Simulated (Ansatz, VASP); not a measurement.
Two plane-wave programs on WC

INCAR

```
  PREC = Accurate
  ENCUT = 520
  EDIFF = 1E-6
  ISMEAR = 0
  SIGMA = 0.15
  LREAL = False
  LASPH = True
  NELM = 60
  ALGO = Normal
  ISIF = 2
  LWAVE = False
  LCHARG = False
  GGA = PS
  NBANDS = 16
```

KPOINTS

```
Automatic mesh
0
Gamma
  18 18 16
```

Contents of POSCAR:

```
WC
1.0
    2.9005014360      0.0000000000      0.0000000000
   -1.4502507180      2.5119079273      0.0000000000
    0.0000000000      0.0000000000      2.8290000000
W C
1 1
Direct
    0.0000000000      0.0000000000      0.0000000000
    0.6666666667      0.3333333333      0.4469777306
```

Input for Ansatz:

```yaml
crystal:
  lattice:
    - [2.900501436, 0.0, 0.0]
    - [-1.450250718, 2.5119079273, 0.0]
    - [0.0, 0.0, 2.829]
  atoms:
    - { symbol: W, position: [0.0, 0.0, 0.0] }
    - { symbol: C, position: [0.6666666667, 0.3333333333, 0.4469777306] }
basis:
  ecutwfc: 420
kpoints:
  mp_grid: { grid: [18, 18, 16] }
hamiltonian:
  xc: pbesol
scf:
  occupations: { method: gaussian, width: 0.15 }
output:
  forces: true
  stress: true
  eigenvalues: true
```

Alike in both runs: task single point; functional PBEsol; k mesh 18 × 18 × 16; occupations gaussian, width 0.15 eV; no spin polarisation.

|  | VASP | Ansatz |
| --- | --- | --- |
| version | VASP 6.6.1 | Ansatz 0.2.0 |
| potentials or method | VASP PAW PBE potentials, release 64 (W_sv, C), cutoff 520 eV | scalar-relativistic, plane waves, PAW |
| valence electrons in the cell | 18 | 18 |

|  | VASP | Ansatz | Ansatz less VASP |
| --- | --- | --- | --- |
| gap on the k mesh at the Fermi level (eV) | none | none | - |
| pressure (GPa) | 5.7 | 4.4 | -1.33 |
| traceless stress, the component that is largest in VASP (GPa) | 1.47 | 1.28 | -0.197 |
| rms of the force components (eV/Å) | 1.304 | 1.290 | -0.0137 |

VASP's potentials were made for PBE, not for PBEsol. Atom by atom the forces differ by 0.014 eV/Å (rms over components). A gap of «none» marks a metal or a gap that the smearing closes. The functional is the same, so the differences come from potentials, cutoffs and numerics.

Spin-orbit coupling is off throughout.
